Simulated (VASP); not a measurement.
Wanted: the native input for a VASP 6.6.1 run.

| Quantity | Value |
| --- | --- |
| Task | single point |
| Functional | PBEsol |
| Potentials or basis | VASP PAW PBE potentials, release 64 (Zr_sv, C) |
| Cutoff | 520 eV |
| k mesh | 8 × 8 × 8 |
| Occupations | methfessel-paxton, width 0.05 eV |
| Spin | no spin polarisation |
| Dipole correction | no |
| Further INCAR settings | ALGO = Normal; EDIFF = 1e-07; NBANDS = 15 |

The structure of ZrC lies in POSCAR:

```
ZrC
1.0
    0.0000000000      2.3346350695      2.3346350695
    2.3346350695      0.0000000000      2.3346350695
    2.3346350695      2.3346350695      0.0000000000
Zr C
1 1
Direct
    0.5000000000      0.5000000000      0.5000000000
    0.0000000000      0.0000000000      0.0000000000
```

One way to write it, as run:

INCAR

```
PREC = Accurate ; ENCUT = 520
EDIFF = 1E-7 ; ISMEAR = 1
SIGMA = 0.05 ; LREAL = F
LASPH = T ; NELM = 100
ALGO = Normal ; ISIF = 2
LWAVE = F ; LCHARG = T
GGA = PS ; LELF = T
LVHAR = T ; NBANDS = 15
```

KPOINTS

```
regular mesh
0
Gamma
  8 8 8
```

Potentials or basis: VASP PAW PBE potentials, release 64 (Zr_sv, C).

Run with:

```bash
$ cat potpaw_PBE.64/Zr_sv/POTCAR potpaw_PBE.64/C/POTCAR > POTCAR
$ mpirun -np 1 vasp_std > vasp.out
```

It gave:

```
Pressure               : 0.4 GPa
Band gap on the k mesh : zero (band 8 reaches 10.68 eV, above the bottom of band 9 at 9.35 eV)
```

Caveat: the PAW data sets were made with another functional, which shifts forces and pressure a little.

It took 24 s on 1 thread of Intel Xeon 8259CL, with other jobs on the host, peak memory 0.16 GiB.
